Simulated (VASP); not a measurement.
Wanted: the native input for a VASP 6.6.1 run.

```yaml
Task: relaxation of cell and atoms
Functional: PBE
Potentials_or_basis: VASP PAW PBE potentials, release 64 (Zr_sv, Pd, Se)
Cutoff: 500 eV
k_mesh: 8 × 8 × 8
Occupations: gaussian, width 0.1 eV
Spin: no spin polarisation
Dipole_correction: no
Further_INCAR_settings: ALGO = Normal; EDIFF = 1e-07; IBRION = 2; EDIFFG = -0.01; NSW = 100; ISIF = 3
```

The structure of ZrPdSe3 lies in POSCAR:

```
ZrPdSe3
1.0
    4.8560114047      0.0000000000      0.0000000000
    0.0000000000      4.8560114047      0.0000000000
    0.0000000000      0.0000000000      4.8560114047
Zr Pd Se
1 1 3
Direct
    0.0000000000      0.0000000000      0.0000000000
    0.5000000000      0.5000000000      0.5000000000
    0.0000000000      0.5000000000      0.5000000000
    0.5000000000      0.5000000000      0.0000000000
    0.5000000000      0.0000000000      0.5000000000
```

The cell was built from a structure type or drawn by symmetry, and may not be a known phase.

The input as run:

INCAR

```
PREC     = Accurate       # precision mode
ENCUT    = 500            # plane-wave cutoff, eV
EDIFF    = 1E-7           # SCF threshold, eV
ISMEAR   = 0              # smearing method
SIGMA    = 0.1            # smearing width, eV
LREAL    = False          # projectors in reciprocal space
LASPH    = True           # aspherical terms in the spheres
NELM     = 120            # most SCF steps
ALGO     = Normal         # electronic algorithm
ISIF     = 3              # what is computed and relaxed
LWAVE    = False          # write WAVECAR
LCHARG   = False          # write CHGCAR
GGA      = PE             # functional
IBRION   = 2              # ionic algorithm
NSW      = 100            # ionic steps
EDIFFG   = -0.01          # ionic threshold
GGA_COMPAT= False        
NELMIN   = 4
```

KPOINTS

```
Automatic mesh
0
Gamma
  8 8 8
```

Potentials or basis: VASP PAW PBE potentials, release 64 (Zr_sv, Pd, Se).

Launch:

```sh
$ cat potpaw_PBE.64/Zr_sv/POTCAR potpaw_PBE.64/Pd/POTCAR potpaw_PBE.64/Se/POTCAR > POTCAR
$ mpirun -np 1 vasp_std > vasp.out
```

It gave:

- Relaxed volume: 22.95 Å³/atom
- Relaxed cell: a = 4.859 Å, b = 4.859 Å, c = 4.859 Å, α = 90.00°, β = 90.00°, γ = 90.00°
- Space group after relaxing (to 0.1 Å): Pm-3m (No. 221)
- Energy gained by relaxing: 0.0 meV/atom
- Ionic steps: 3
- Pressure after relaxing: 0.0 GPa

Caveat: the highest band is partly filled, so the run has too few bands.

Wall time 2.7 min on 1 thread of AMD EPYC 7R13 Processor (Zen 3), on a shared host, peak memory 0.25 GiB.
